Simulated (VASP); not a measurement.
Wanted: the native input for a VASP 6.6.1 run.

| Item | Value |
| --- | --- |
| Task | single point |
| Functional | LDA |
| Potentials or basis | VASP PAW LDA potentials, release 64 (V_sv) |
| Cutoff | 520 eV |
| k mesh | 16 × 16 × 4 |
| Occupations | fermi-dirac, width 0.1 eV |
| Spin | no spin polarisation |
| Dipole correction | no |
| Further INCAR settings | ALGO = Normal; EDIFF = 1e-06; NBANDS = 34 |

The structure of V lies in POSCAR:

```
V
1.0
    2.5102336703      0.0000000000      0.0000000000
   -1.2551168351      2.1739261279      0.0000000000
    0.0000000000      0.0000000000      9.0817462864
V
4
Direct
    1.0000000000      1.0000000000      0.0000000000
    1.0000000000      0.0000000000      0.5000000000
    0.3333333333      0.6666666667      0.2500000000
    0.6666666667      0.3333333333      0.7500000000
```

This isn't the form of V at room conditions, which is bcc.

These files were run (other wordings do the same):

INCAR

```
SYSTEM = V
PREC = Accurate
ENCUT = 520
EDIFF = 1E-6
ISMEAR = -1
SIGMA = 0.1
LREAL = .False.
LASPH = .True.
NELM = 100
ALGO = Normal
ISIF = 2
LWAVE = .False.
LCHARG = .False.
NBANDS = 34
```

KPOINTS

```
regular mesh
0
Gamma
  16 16 4
  0 0 0
```

Potentials or basis: VASP PAW LDA potentials, release 64 (V_sv).

Run with:

```console
$ cat potpaw_LDA.64/V_sv/POTCAR > POTCAR
$ mpirun -np 1 vasp_std > vasp.out
```

It gave:

```
Pressure               : 9.4 GPa
Band gap on the k mesh : zero (bands 26 and 27 overlap by 1.31 eV)
```

Caveat: the cell stands under pressure.

Run time: 2.5 min on 1 thread of Intel(R) Xeon(R) Platinum 8488C (Sapphire Rapids) (shared host), peak memory 0.22 GiB.
